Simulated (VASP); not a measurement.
# Co (P6_3/mmc) in VASP: notebook

The runs below take Co through single point, with revPBE, r2SCAN+D3(BJ), LDA, r2SCAN.

All numbers are computed with VASP 6.6.1; they aren't measurements. Logs are shortened: lines on timing, memory, paths and dates and some standing lists are left out, and cuts for length are marked.

## 1. The cell of the first run

The structure is hexagonal, space group P6_3/mmc (No. 194). Conventional cell: a = 2.514 Å, b = 2.514 Å, c = 8.138 Å, α = 90.00°, β = 90.00°, γ = 120.00°. Co (site symmetry -6m2) has 12 Co at 2.50 to 2.51 Å within 3.3 Å. Within 3.3 Å of Co (site symmetry -3m) lie 12 Co at 2.50 to 2.51 Å.

## 2. Single point, revPBE, collinear spin, ferromagnetic start

The input, INCAR:

```
  ALGO = Normal
  EDIFF = 1E-6
  ENCUT = 520
  GGA = RE
  ISIF = 2
  ISMEAR = -1
  ISPIN = 2
  LASPH = True
  LCHARG = True
  LELF = True
  LMAXMIX = 4
  LORBIT = 11
  LREAL = False
  LVHAR = True
  LWAVE = False
  MAGMOM = 2 2 2 2
  NBANDS = 30
  NELM = 150
  PREC = Accurate
  SIGMA = 0.05
```

The input, KPOINTS:

```
k-points
0
Gamma
  12 12 4
```

The input, POSCAR:

```
Co
1.0
    2.5144312067      0.0000000000      0.0000000000
   -1.2572156034      2.1775613011      0.0000000000
    0.0000000000      0.0000000000      8.1375276039
Co
4
Direct
    0.6666666667      0.3333333333      0.7500000000
    0.0000000000      0.0000000000      0.5000000000
    0.3333333333      0.6666666667      0.2500000000
    0.0000000000      0.0000000000      0.0000000000
```

Potentials or basis: VASP PAW PBE potentials, release 64 (Co).

The run is started by

```
cat potpaw_PBE.64/Co/POTCAR > POTCAR
mpirun -np 1 vasp_std > vasp.out
```

OUTCAR:

```text
EDIFF = 1E-6
   ENCUT = 520
   GGA = RE
   ISIF = 2
   ISMEAR = -1
   ISPIN = 2
   LASPH = True
   LORBIT = 11
   LREAL = False
   NELM = 150
   PREC = Accurate

 ion  position               nearest neighbor table
   1  0.667  0.333  0.750-   2 2.50   4 2.50   2 2.50   4 2.50   2 2.50   4 2.50
   2  0.000  0.000  0.500-   1 2.50   3 2.50   1 2.50   3 2.50   1 2.50   3 2.50
   3  0.333  0.667  0.250-   2 2.50   4 2.50   2 2.50   4 2.50   2 2.50   4 2.50
   4  0.000  0.000  0.000-   1 2.50   3 2.50   1 2.50   3 2.50   1 2.50   3 2.50

  LATTYP: Found a hexagonal cell.
 ALAT       =     2.5144312067
 C/A-ratio  =     3.2363293862

  Lattice vectors:

 A1 = (   2.5144312067,   0.0000000000,   0.0000000000)
 A2 = (  -1.2572156034,   2.1775613011,   0.0000000000)
 A3 = (   0.0000000000,   0.0000000000,   8.1375276039)

Analysis of symmetry for initial positions (statically):
=====================================================================
 Subroutine PRICEL returns:
 Original cell was already a primitive cell.

 Routine SETGRP: Setting up the symmetry group for a
 hexagonal supercell.

 Subroutine GETGRP returns: Found 24 space group operations
 (whereof 12 operations were pure point group operations)
 out of a pool of 24 trial point group operations.

The static configuration has the point symmetry D_3d.
 The point group associated with its full space group is D_6h.

Analysis of symmetry for dynamics (positions and initial velocities):
=====================================================================
 Subroutine PRICEL returns:
 Original cell was already a primitive cell.

 Routine SETGRP: Setting up the symmetry group for a
 hexagonal supercell.

 Subroutine GETGRP returns: Found 24 space group operations
 (whereof 12 operations were pure point group operations)
 out of a pool of 24 trial point group operations.

The dynamic configuration has the point symmetry D_3d.
 The point group associated with its full space group is D_6h.

Analysis of structural, dynamic, and magnetic symmetry:
=====================================================================
 Subroutine PRICEL returns:
 Original cell was already a primitive cell.

 Routine SETGRP: Setting up the symmetry group for a
 hexagonal supercell.

 Subroutine GETGRP returns: Found 24 space group operations
 (whereof 12 operations were pure point group operations)
 out of a pool of 24 trial point group operations.
[... 130 lines left out ...]
   LORBIT       =     11    0 simple, 1 ext, 2 COOP (PROOUT), +10 PAW based schemes
   GGA     = RE    functional components
   LHFCALC =     F    Hartree Fock is set to
   AEXX    =    0.0000 exact exchange contribution
   IVDW    =     0    specifies the selected vdW correction
   LEPSILON=     F    determine dielectric tensor
   LRPA    =     F    only Hartree local field effects (RPA)
 spin polarized calculation
  energy-cutoff  :      520.00
  volume of cell :       44.56
 maximum number of plane-waves:      1216
 NGX is ok and might be reduce to    20
   NGX =  9   NGY =  9   NGZ = 31

 number of electron      36.0000014 magnetization       6.7270967

 Free energy of the ion-electron system (eV)
  ---------------------------------------------------
  ext. energy  EPLUGINS =         0.00000000
  ---------------------------------------------------
  free energy    TOTEN  =       -26.49518769 eV

  energy without entropy =      -26.46302274  energy(sigma->0) =      -26.47910521

 E-fermi :  10.0576     XC(G=0): -13.1696

 val. band max:       10.0539410980   @ k =   0.4167   0.0833   0.2500
 cond. band min:      10.0687199090   @ k =   0.1667   0.0833   0.0000
 fundamental gap:      0.0147788111
 Fermi energy:        10.0575563950

 spin component 1

 k-point     1 :       0.0000    0.0000    0.0000
  band No.  band energies     occupation
      1       1.2468      1.00000
      2       3.4310      1.00000
      3       3.4628      1.00000
      4       4.9720      1.00000
      5       7.0720      1.00000
      6       7.1021      1.00000
[... 781 lines left out ...]
     29      24.5712      0.00000
     30      25.2236      0.00000

 [... further k-points ...]

 spin component 2

 k-point     1 :       0.0000    0.0000    0.0000
  band No.  band energies     occupation
      1       1.2187      1.00000
      2       3.4919      1.00000
      3       3.4957      1.00000
      4       5.9391      1.00000
      5       8.4758      1.00000
      6       8.5455      1.00000
[... 781 lines left out ...]
     29      24.9070      0.00000
     30      25.5977      0.00000

 [... further k-points ...]

------------------------ aborting loop because EDIFF is reached ----------------------------------------

  FORCE on cell =-STRESS in cart. coord.  units (eV):
  Direction    XX          YY          ZZ          XY          YZ          ZX
  --------------------------------------------------------------------------------------
  -------------------------------------------------------------------------------------
  Total       -0.1496304     -0.1496304     -0.1821540      0.0000000      0.0000000      0.0000000
  in kB       -5.3805646     -5.3805646     -6.5500805      0.0000000      0.0000000      0.0000000
  external PRESSURE =      -5.7704032 kB  Pullay stress =       0.0000000 kB

 VOLUME and BASIS-vectors are now :
 -----------------------------------------------------------------------------
  energy-cutoff  :      520.00
  volume of cell :       44.56
      direct lattice vectors                 reciprocal lattice vectors
     2.514431207  0.000000000  0.000000000     0.397704259  0.229614661  0.000000000
    -1.257215603  2.177561301  0.000000000     0.000000000  0.459229322  0.000000000
     0.000000000  0.000000000  8.137527604     0.000000000  0.000000000  0.122887448

 POSITION                                       TOTAL-FORCE (eV/Angst)
 -----------------------------------------------------------------------------------
      1.25722      0.72585      6.10315        -0.000000      0.000000     -0.000000
      0.00000      0.00000      4.06876        -0.000000      0.000000     -0.000000
     -0.00000      1.45171      2.03438         0.000000      0.000000      0.000000
      0.00000      0.00000      0.00000         0.000000      0.000000     -0.000000
 -----------------------------------------------------------------------------------
    total drift:                                0.000000     -0.000000      0.000000

  FREE ENERGIE OF THE ION-ELECTRON SYSTEM (eV)
  ---------------------------------------------------
  free  energy   TOTEN  =       -26.4951876854 eV

  energy  without entropy=      -26.4630227397  energy(sigma->0) =      -26.47910521

 total charge

# of ion       s       p       d       tot
------------------------------------------
    1        0.481   0.505   7.234   8.220
    2        0.482   0.501   7.242   8.225
    3        0.481   0.505   7.234   8.220
    4        0.482   0.501   7.242   8.225
--------------------------------------------------
tot          1.927   2.011  28.951  32.889

 magnetization (x)

# of ion       s       p       d       tot
------------------------------------------
    1       -0.013  -0.054   1.781   1.714
    2       -0.013  -0.051   1.763   1.699
    3       -0.013  -0.054   1.781   1.714
    4       -0.013  -0.051   1.763   1.699
--------------------------------------------------
tot         -0.052  -0.209   7.088   6.827
```

OSZICAR:

```text
N       E                     dE             d eps       ncg     rms          rms(c)
DAV:   1     0.236869223331E+03    0.23687E+03   -0.15514E+04  6976   0.160E+03
DAV:   2    -0.161150165173E+02   -0.25298E+03   -0.23584E+03  6840   0.306E+02
DAV:   3    -0.301117925096E+02   -0.13997E+02   -0.13211E+02  7602   0.982E+01
DAV:   4    -0.303609224793E+02   -0.24913E+00   -0.24873E+00  8522   0.126E+01
DAV:   5    -0.303699862748E+02   -0.90638E-02   -0.90631E-02  9172   0.189E+00    0.203E+01
DAV:   6    -0.272399160368E+02    0.31301E+01   -0.25353E+01  7628   0.735E+01    0.101E+01
DAV:   7    -0.268509138190E+02    0.38900E+00   -0.44730E+00  7834   0.370E+01    0.110E+01
DAV:   8    -0.272605327056E+02   -0.40962E+00   -0.51220E+00  7996   0.470E+01    0.138E+01
DAV:   9    -0.265162599461E+02    0.74427E+00   -0.15164E+00  8238   0.266E+01    0.240E+00
DAV:  10    -0.264962324801E+02    0.20027E-01   -0.13439E-01  8420   0.429E+00    0.739E-01
DAV:  11    -0.264949653414E+02    0.12671E-02   -0.13511E-02  8100   0.109E+00    0.360E-01
DAV:  12    -0.264950033687E+02   -0.38027E-04   -0.77963E-04  9750   0.280E-01    0.154E-01
DAV:  13    -0.264951833548E+02   -0.17999E-03   -0.32255E-04  9288   0.280E-01    0.576E-02
DAV:  14    -0.264951911650E+02   -0.78102E-05   -0.99904E-05 10884   0.152E-01    0.513E-02
DAV:  15    -0.264951859058E+02    0.52592E-05   -0.36140E-05  7892   0.132E-01    0.149E-02
DAV:  16    -0.264951878971E+02   -0.19913E-05   -0.49742E-06  5494   0.279E-02    0.155E-02
DAV:  17    -0.264951876854E+02    0.21170E-06   -0.26567E-06  3986   0.372E-02
   1 F= -.26495188E+02 E0= -.26479105E+02  d E =-.321649E-01  mag=     6.7270
```

Run time: 4.5 min. Hardware: 1 thread of Intel Xeon 8259CL, shared host; peak memory 0.25 GiB.

Results:

| Property | Result |
| --- | --- |
| Free energy | -26.4952 eV |
| Pressure | -0.6 GPa |
| Net moment | 6.73 μB per cell |
| Site moments | Co +1.71, +1.70 (each value once) μB |
| Valence electrons inside the program's atomic spheres | Co 8.22 |

Stress tensor (GPa, compression positive):
```
-0.54  0.00  0.00
 0.00 -0.54  0.00
 0.00  0.00 -0.66
```

Levels at points of the mesh, in eV from the Fermi level:
Spin up:
| k point | band 18 | band 19 | band 20 | band 21 | band 22 | band 23 | band 24 | band 25 | band 26 | band 27 |
| --- | --- | --- | --- | --- | --- | --- | --- | --- | --- | --- |
| (0.00, 0.00, 0.00) | -1.60 | -1.60 | -1.28 | -1.28 | -0.90 | -0.90 | -0.13 | 6.04 | 14.64 | 14.64 |
| (0.50, 0.00, 0.00) | -0.71 | -0.68 | -0.66 | 0.24 | 1.33 | 2.29 | 2.92 | 6.65 | 6.67 | 10.16 |
| (0.00, 0.00, 0.50) | -1.74 | -1.74 | -1.74 | -1.07 | -1.07 | -1.07 | -1.07 | 9.08 | 9.08 | 20.72 |
| (0.50, 0.00, 0.50) | -0.85 | -0.72 | -0.72 | 1.12 | 1.12 | 2.64 | 2.64 | 7.04 | 7.04 | 8.97 |
Spin down:
```tsv
k point	band 12	band 13	band 14	band 15	band 16	band 17
(0.00, 0.00, 0.00)	-0.77	-0.77	-0.74	-0.74	-0.23	0.08
(0.50, 0.00, 0.00)	-0.09	-0.04	0.46	1.14	1.19	1.19
(0.00, 0.00, 0.50)	-0.97	-0.88	-0.88	-0.88	-0.88	0.26
(0.50, 0.00, 0.50)	-0.81	-0.21	-0.21	0.81	0.81	1.15
```

Caveat: the PAW data sets were made with another functional, which shifts forces and pressure a little.

## 3. Single point, r2SCAN+D3(BJ), collinear spin, ferromagnetic start

This run uses another cell than the first one, of 11.33 Å³/atom.

The input, POSCAR:

```
Co
1.0
    2.5190164704      0.0000000000      0.0000000000
   -1.2595082352      2.1815322559      0.0000000000
    0.0000000000      0.0000000000      8.2468668932
Co
4
Direct
    0.6666666667      0.3333333333      0.7500000000
    0.0000000000      0.0000000000      0.5000000000
    0.3333333333      0.6666666667      0.2500000000
    0.0000000000      0.0000000000      0.0000000000
```

The input, INCAR.step1:

```
PREC = Accurate
ENCUT = 520
ISMEAR = -1
SIGMA = 0.05
LREAL = F
LASPH = T
NELM = 150
ISPIN = 2
MAGMOM = 2 2 2 2
LMAXMIX = 4
NBANDS = 30
GGA = PE
ALGO = Normal
EDIFF = 1E-4
LWAVE = T
LCHARG = F
```

The input, INCAR.step2:

```
PREC = Accurate
ENCUT = 520
EDIFF = 1E-7
ISMEAR = -1
SIGMA = 0.05
LREAL = F
LASPH = T
NELM = 150
ALGO = Normal
ISIF = 2
LWAVE = F
LCHARG = T
ISPIN = 2
MAGMOM = 2 2 2 2
LORBIT = 11
LMAXMIX = 4
METAGGA = R2SCAN
LMIXTAU = T
IVDW = 12
LELF = T
LVHAR = T
NBANDS = 30
VDW_S6 = 1.0
VDW_S8 = 0.78981345
VDW_A1 = 0.49484001
VDW_A2 = 5.73083694
ISTART = 1
```

The input, KPOINTS:

```
regular mesh
0
Gamma
  12 12 4
```

Potentials or basis: VASP PAW PBE potentials, release 64 (Co).

The run is started by

```
cat potpaw_PBE.64/Co/POTCAR > POTCAR
cp INCAR.step1 INCAR
mpirun -np 1 vasp_std > vasp.out
cp INCAR.step2 INCAR
mpirun -np 1 vasp_std > vasp.out
```

Run time: 19 min. Hardware: 1 thread of Intel Xeon Platinum 8259CL at 2.50GHz (Skylake/Cascade Lake), shared host; peak memory 0.27 GiB.

It converged, with:

```yaml
Free_energy: -53.5404 eV
Pressure: -14.5 GPa
Net_moment: 7.10 μB per cell
Site_moments: Co +1.87, +1.83 (each value once) μB
Valence_electrons_inside_the_program's_atomic_spheres: Co 8.21, 8.22 (each value once)
Dispersion_energy_per_atom: -0.187 eV
```

Stress tensor (GPa, compression positive):
```
-14.64   0.00   0.00
  0.00 -14.64   0.00
  0.00   0.00 -14.11
```

Levels at points of the mesh, in eV from the Fermi level:
Spin up:
```csv
k point,band 18,band 19,band 20,band 21,band 22,band 23,band 24,band 25,band 26,band 27
"(0.00, 0.00, 0.00)",-2.50,-2.50,-2.11,-2.11,-1.75,-1.75,-0.51,5.49,14.30,14.31
"(0.50, 0.00, 0.00)",-1.47,-1.41,-1.39,-0.04,1.08,1.86,2.57,6.34,6.35,9.91
"(0.00, 0.00, 0.50)",-2.64,-2.39,-2.39,-1.90,-1.90,-1.90,-1.90,8.63,8.63,20.59
"(0.50, 0.00, 0.50)",-1.63,-1.45,-1.45,0.70,0.70,2.31,2.31,6.77,6.77,8.66
```
Spin down:
```
           k point  band 11  band 12  band 13  band 14  band 15  band 16  band 17  band 18
(0.00, 0.00, 0.00)    -1.01    -1.01    -0.90    -0.90    -0.81    -0.81     0.50     0.50
(0.50, 0.00, 0.00)    -0.85    -0.08    -0.07     0.17     0.99     1.13     1.17     1.23
(0.00, 0.00, 0.50)    -1.05    -1.05    -0.92    -0.92    -0.92    -0.92     0.60     0.60
(0.50, 0.00, 0.50)    -0.69    -0.69    -0.45    -0.45     0.87     0.87     1.25     1.25
```

Caveat: the cell stands under tension; the PAW data sets were made with another functional, which shifts forces and pressure a little.

## 4. Single point, LDA, collinear spin, ferromagnetic start

This run uses another cell than the first one, of 10.69 Å³/atom.

The input, INCAR:

```
  PREC = Accurate
  ENCUT = 520
  EDIFF = 1E-6
  ISMEAR = -1
  SIGMA = 0.05
  LREAL = F
  LASPH = T
  NELM = 150
  ALGO = Normal
  ISIF = 2
  LWAVE = F
  LCHARG = T
  ISPIN = 2
  MAGMOM = 2 2 2 2
  LORBIT = 11
  LMAXMIX = 4
  LELF = T
  LVHAR = T
  NBANDS = 30
```

KPOINTS is that of step 3.

The input, POSCAR:

```
Co
1.0
    2.4705617809      0.0000000000      0.0000000000
   -1.2352808905      2.1395692639      0.0000000000
    0.0000000000      0.0000000000      8.0882338000
Co
4
Direct
    0.6666666667      0.3333333333      0.7500000000
    0.0000000000      0.0000000000      0.5000000000
    0.3333333333      0.6666666667      0.2500000000
    0.0000000000      0.0000000000      0.0000000000
```

Potentials or basis: VASP PAW LDA potentials, release 64 (Co).

The run is started by

```
cat potpaw_LDA.64/Co/POTCAR > POTCAR
mpirun -np 1 vasp_std > vasp.out
```

It took 2.7 min on 1 thread of Intel Xeon 8259CL, shared host; peak memory 0.21 GiB.

It converged, with:

| Item | Value |
| --- | --- |
| Free energy | -32.3158 eV |
| Pressure | -15.8 GPa |
| Net moment | 6.18 μB per cell |
| Site moments | Co +1.55, +1.54 (each value once) μB |
| Valence electrons inside the program's atomic spheres | Co 8.31 |

Stress tensor (GPa, compression positive):
```
-14.73   0.00   0.00
  0.00 -14.73   0.00
  0.00   0.00 -17.86
```

Levels at points of the mesh, in eV from the Fermi level:
Spin up:
```
           k point  band 17  band 18  band 19  band 20  band 21  band 22  band 23  band 24  band 25  band 26
(0.00, 0.00, 0.00)    -1.60    -1.27    -1.27    -0.97    -0.97    -0.57    -0.57    -0.26     6.36    14.86
(0.50, 0.00, 0.00)    -0.41    -0.33    -0.33    -0.31     0.33     1.42     2.62     3.22     7.15     7.18
(0.00, 0.00, 0.50)    -1.43    -1.43    -1.43    -1.43    -0.74    -0.74    -0.74    -0.74     9.33     9.33
(0.50, 0.00, 0.50)    -0.46    -0.46    -0.34    -0.34     1.38     1.38     2.90     2.90     7.48     7.48
```
Spin down:
```tsv
k point	band 12	band 13	band 14	band 15	band 16	band 17
(0.00, 0.00, 0.00)	-0.90	-0.90	-0.85	-0.85	-0.09	-0.03
(0.50, 0.00, 0.00)	-0.14	-0.13	0.71	1.13	1.13	1.16
(0.00, 0.00, 0.50)	-1.11	-0.99	-0.99	-0.99	-0.99	0.16
(0.50, 0.00, 0.50)	-0.79	-0.21	-0.21	0.75	0.75	1.15
```

Caveat: the cell stands under tension.

(Continued in part 2 of 2.)
